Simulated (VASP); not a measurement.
# BeS (F-43m) in VASP: a series of runs

BeS is run at these levels: LDA; tasks: single point.

Everything below comes from runs of VASP 6.6.1. Logs are shortened: lines on timing, memory, paths and dates and some standing lists are left out, and cuts for length are marked.

**1. The cell of the first run**

Symmetry: F-43m, No. 216, cubic system. The conventional cell has a = 4.751 Å, b = 4.751 Å, c = 4.751 Å, α = 90.00°, β = 90.00°, γ = 90.00°. Within 2.7 Å of S (site symmetry -43m) lie 4 Be at 2.06 Å. Within 2.7 Å of Be (site symmetry -43m) lie 4 S at 2.06 Å.

**2. Single point, LDA (13.40 Å³/atom)**

Contents of INCAR:

```
ALGO = Normal
EDIFF = 1E-6
ENCUT = 520
ISIF = 2
ISMEAR = -1
LASPH = True
LCHARG = False
LREAL = False
LWAVE = False
NBANDS = 11
NELM = 80
PREC = Accurate
SIGMA = 0.05
```

Contents of KPOINTS:

```
k-points
0
Gamma
  9 9 9
```

Contents of POSCAR:

```
BeS
1.0
    0.0000000000      2.3754963136      2.3754963136
    2.3754963136      0.0000000000      2.3754963136
    2.3754963136      2.3754963136      0.0000000000
S Be
1 1
Direct
    0.7500000000      0.7500000000      0.7500000000
    0.0000000000      0.0000000000      0.0000000000
```

Potentials or basis: VASP PAW LDA potentials, release 64 (S, Be).

On the command line:

```console
> cat potpaw_LDA.64/S/POTCAR potpaw_LDA.64/Be/POTCAR > POTCAR
> mpirun -np 1 vasp_std > vasp.out
```

OUTCAR:

```text
EDIFF = 1E-6
   ENCUT = 520
   ISIF = 2
   ISMEAR = -1
   LASPH = True
   LREAL = False
   NELM = 80
   PREC = Accurate

 ion  position               nearest neighbor table
   1  0.750  0.750  0.750-   2 2.06   2 2.06   2 2.06   2 2.06
   2  0.000  0.000  0.000-   1 2.06   1 2.06   1 2.06   1 2.06

  LATTYP: Found a face centered cubic cell.
 ALAT       =     4.7509926272

  Lattice vectors:

 A1 = (   0.0000000000,   2.3754963136,   2.3754963136)
 A2 = (   2.3754963136,   0.0000000000,   2.3754963136)
 A3 = (   2.3754963136,   2.3754963136,   0.0000000000)

Analysis of symmetry for initial positions (statically):
=====================================================================
 Subroutine PRICEL returns:
 Original cell was already a primitive cell.

 Routine SETGRP: Setting up the symmetry group for a
 face centered cubic supercell.

 Subroutine GETGRP returns: Found 24 space group operations
 (whereof 24 operations were pure point group operations)
 out of a pool of 48 trial point group operations.

The static configuration has the point symmetry T_d .

Analysis of symmetry for dynamics (positions and initial velocities):
=====================================================================
 Subroutine PRICEL returns:
 Original cell was already a primitive cell.

 Routine SETGRP: Setting up the symmetry group for a
 face centered cubic supercell.

 Subroutine GETGRP returns: Found 24 space group operations
 (whereof 24 operations were pure point group operations)
 out of a pool of 48 trial point group operations.

The dynamic configuration has the point symmetry T_d .

 Subroutine INISYM returns: Found 24 space group operations
 (whereof 24 operations are pure point group operations),
 and found     1 'primitive' translations

----------------------------------------------------------------------------------------

                                     Primitive cell

  volume of cell :      26.8098

  direct lattice vectors                    reciprocal lattice vectors
     0.000000000  2.375496314  2.375496314    -0.210482330  0.210482330  0.210482330
     2.375496314  0.000000000  2.375496314     0.210482330 -0.210482330  0.210482330
     2.375496314  2.375496314  0.000000000     0.210482330  0.210482330 -0.210482330

  length of vectors
     3.359459104  3.359459104  3.359459104     0.364566090  0.364566090  0.364566090

  position of ions in fractional coordinates (direct lattice)
[... 74 lines left out ...]
   LNONCOLLINEAR =      F non collinear calculations
   LSORBIT =      F    spin-orbit coupling
   LASPH  =      T    aspherical Exc in radial PAW
   ENCUT  =  520.0 eV  38.22 Ry    6.18 a.u.   6.25  6.25  6.25*2*pi/ulx,y,z
   NELM   =     80;   NELMIN=  2; NELMDL= -5     # of ELM steps
   EDIFF  = 0.1E-05   stopping-criterion for ELM
   LREAL  =      F    real-space projection
[... 7 lines left out ...]
   TEBEG  =    0.0;   TEEND  =   0.0 temperature during run
   PSTRESS=    0.0 pullay stress
   NELECT =       8.0000    total number of electrons
   NUPDOWN=      -1.0000    fix difference up-down
   EMIN   =  10.00;   EMAX   =-10.00  energy-range for DOS
   EFERMI =   0.00;   METHOD = LEGACY
   ISMEAR =    -1;   SIGMA  =   0.05  broadening in eV -4-tet -1-fermi 0-gaus
   EFERMI_NEDOS =   21; number of points for ismear=-14 and -15
   IALGO  =     38    algorithm
   IMIX   =      4    mixing-type and parameters
     AMIX     =   0.40;   BMIX     =  1.00
     AMIX_MAG =   1.60;   BMIX_MAG =  1.00
  volume/ion in A,a.u.               =      13.40        90.46
  Fermi-wavevector in a.u.,A,eV,Ry     =   1.093974  2.067312 16.283178  1.196780
  Thomas-Fermi vector in A             =   2.230270
   LORBIT       =      0    0 simple, 1 ext, 2 COOP (PROOUT), +10 PAW based schemes
   GGA     = CA    functional components
   LHFCALC =     F    Hartree Fock is set to
   AEXX    =    0.0000 exact exchange contribution
   IVDW    =     0    specifies the selected vdW correction
   LEPSILON=     F    determine dielectric tensor
   LRPA    =     F    only Hartree local field effects (RPA)
 non-spin polarized calculation
  energy-cutoff  :      520.00
  volume of cell :       26.81
 maximum number of plane-waves:       745
 NGX is ok and might be reduce to    28
   NGX = 13   NGY = 13   NGZ = 13

 number of electron       8.0000001 magnetization

 Free energy of the ion-electron system (eV)
  ---------------------------------------------------
  ext. energy  EPLUGINS =         0.00000000
  ---------------------------------------------------
  free energy    TOTEN  =       -11.13485483 eV

  energy without entropy =      -11.13485483  energy(sigma->0) =      -11.13485483

 E-fermi :   5.6459     XC(G=0): -10.2375

 val. band max:        4.6910520915   @ k =   0.0000   0.0000   0.0000
 cond. band min:       7.5588070295   @ k =   0.4444   0.4444   0.0000
 fundamental gap:      2.8677549380
 Fermi energy:         5.6459319420

 k-point     1 :       0.0000    0.0000    0.0000
  band No.  band energies     occupation
      1      -9.3952      2.00000
      2       4.6911      2.00000
      3       4.6911      2.00000
      4       4.6911      2.00000
      5      10.2022      0.00000
      6      10.2022      0.00000
      7      10.2022      0.00000
      8      10.9012      0.00000
      9      17.6278      0.00000
     10      17.6278      0.00000
     11      19.7857      0.00000
[... 309 lines left out ...]
 k-point    24 :       0.4444    0.4444    0.0000
  band No.  band energies     occupation
      1      -7.0938      2.00000
      2      -0.5049      2.00000
      3       1.8535      2.00000
      4       1.8535      2.00000
      5       7.5588      0.00000
      6       9.5054      0.00000
      7      17.3428      0.00000
      8      17.3428      0.00000
      9      20.4083      0.00000
     10      21.1694      0.00000
     11      22.4509      0.00000

 [... further k-points ...]
[... 5 lines left out ...]
  --------------------------------------------------------------------------------------
  -------------------------------------------------------------------------------------
  Total        0.5195570      0.5195570      0.5195570     -0.0000000     -0.0000000      0.0000000
  in kB       31.0492229     31.0492229     31.0492229     -0.0000000     -0.0000000      0.0000000
  external PRESSURE =      31.0492229 kB  Pullay stress =       0.0000000 kB

 VOLUME and BASIS-vectors are now :
 -----------------------------------------------------------------------------
  energy-cutoff  :      520.00
  volume of cell :       26.81
      direct lattice vectors                 reciprocal lattice vectors
     0.000000000  2.375496314  2.375496314    -0.210482330  0.210482330  0.210482330
     2.375496314  0.000000000  2.375496314     0.210482330 -0.210482330  0.210482330
     2.375496314  2.375496314  0.000000000     0.210482330  0.210482330 -0.210482330

 POSITION                                       TOTAL-FORCE (eV/Angst)
 -----------------------------------------------------------------------------------
      3.56324      3.56324      3.56324        -0.000000     -0.000000     -0.000000
      0.00000      0.00000      0.00000         0.000000      0.000000      0.000000
 -----------------------------------------------------------------------------------
    total drift:                                0.000000      0.000000      0.000000

  FREE ENERGIE OF THE ION-ELECTRON SYSTEM (eV)
  ---------------------------------------------------
  free  energy   TOTEN  =       -11.1348548345 eV

  energy  without entropy=      -11.1348548345  energy(sigma->0) =      -11.13485483
```

OSZICAR:

```text
N       E                     dE             d eps       ncg     rms          rms(c)
DAV:   1     0.196702487193E+02    0.19670E+02   -0.39786E+03   770   0.634E+02
DAV:   2    -0.103001357905E+02   -0.29970E+02   -0.28757E+02  1048   0.114E+02
DAV:   3    -0.114131074376E+02   -0.11130E+01   -0.11109E+01   970   0.220E+01
DAV:   4    -0.114191242550E+02   -0.60168E-02   -0.60161E-02   902   0.189E+00
DAV:   5    -0.114191710160E+02   -0.46761E-04   -0.46761E-04   978   0.167E-01    0.624E+00
DAV:   6    -0.112150189118E+02    0.20415E+00   -0.13383E-01   863   0.171E+00    0.409E+00
DAV:   7    -0.111351187988E+02    0.79900E-01   -0.17491E-01   929   0.199E+00    0.801E-01
DAV:   8    -0.111348926716E+02    0.22613E-03   -0.72402E-03   911   0.496E-01    0.178E-01
DAV:   9    -0.111348552106E+02    0.37461E-04   -0.24642E-04   931   0.100E-01    0.705E-02
DAV:  10    -0.111348537104E+02    0.15002E-05   -0.23497E-05   936   0.232E-02    0.185E-02
DAV:  11    -0.111348548549E+02   -0.11446E-05   -0.32199E-06   896   0.105E-02    0.879E-03
DAV:  12    -0.111348548345E+02    0.20392E-07   -0.81334E-08   418   0.194E-03
   1 F= -.11134855E+02 E0= -.11134855E+02  d E =-.533575E-10
```

stdout:

```text
POSCAR found type information on POSCAR S Be
 POSCAR found :  2 types and       2 ions
 scaLAPACK will be used
 LDA part: xc-table for (Slater(with rela. corr.)+CA(PZ))
 , standard interpolation
 POSCAR, INCAR and KPOINTS ok, starting setup
 FFT: planning ... GRIDC
 FFT: planning ... GRID_SOFT
 FFT: planning ... GRID
 WAVECAR not read
 entering main loop
```

It took 12 s on 1 thread of Intel Xeon Platinum 8375C at 2.90GHz (Ice Lake), shared host; peak memory 0.13 GiB.

What came out:

```yaml
Free_energy: -11.1349 eV
Pressure: 3.1 GPa
Band_gap_on_the_k_mesh: 2.87 eV (least direct gap 5.51 eV)
```

Levels at points of the mesh, in eV from the valence-band top:
```
           k point  band 2  band 3  band 4  band 5  band 6  band 7
(0.00, 0.00, 0.00)    0.00    0.00    0.00    5.51    5.51    5.51
```

Caveat: the cell stands under pressure; an odd mesh through Γ misses points on the zone boundary, where band edges can lie.

**3. Single point, LDA (13.69 Å³/atom)**

This run uses another cell than the first one, of 13.69 Å³/atom.

Contents of INCAR:

```
SYSTEM = BeS
ALGO = Normal ; EDIFF = 1E-6
ENCUT = 520 ; ISIF = 2
ISMEAR = -1 ; LASPH = .True.
LCHARG = .True. ; LELF = .True.
LREAL = .False. ; LVHAR = .True.
LWAVE = .False. ; NBANDS = 11
NELM = 100 ; PREC = Accurate
SIGMA = 0.05
```

Contents of KPOINTS:

```
k-points
0
Gamma
  9 9 9
  0 0 0
```

Contents of POSCAR:

```
BeS
1.0
    0.0000000000      2.3922257121      2.3922257121
    2.3922257121      0.0000000000      2.3922257121
    2.3922257121      2.3922257121      0.0000000000
S Be
1 1
Direct
    0.7500000000      0.7500000000      0.7500000000
    0.0000000000      0.0000000000      0.0000000000
```

Potentials or basis: VASP PAW LDA potentials, release 64 (S, Be).

On the command line:

```console
> cat potpaw_LDA.64/S/POTCAR potpaw_LDA.64/Be/POTCAR > POTCAR
> mpirun -np 1 vasp_std > vasp.out
```

Run time: 13 s. Hardware: 1 thread of Intel Xeon Platinum 8375C at 2.90GHz (Ice Lake), shared host; peak memory 0.13 GiB.

The run converged. Its results:

| Item | Value |
| --- | --- |
| Free energy | -11.1419 eV |
| Pressure | 0.8 GPa |
| Band gap on the k mesh | 2.92 eV (least direct gap 5.52 eV) |

Levels at points of the mesh, in eV from the valence-band top:
| k point | band 1 | band 2 | band 3 | band 4 | band 5 | band 6 | band 7 | band 8 |
| --- | --- | --- | --- | --- | --- | --- | --- | --- |
| (0.00, 0.00, 0.00) | -13.94 | 0.00 | 0.00 | 0.00 | 5.52 | 5.52 | 5.52 | 6.03 |

Caveat: an odd mesh through Γ misses points on the zone boundary, where band edges can lie.
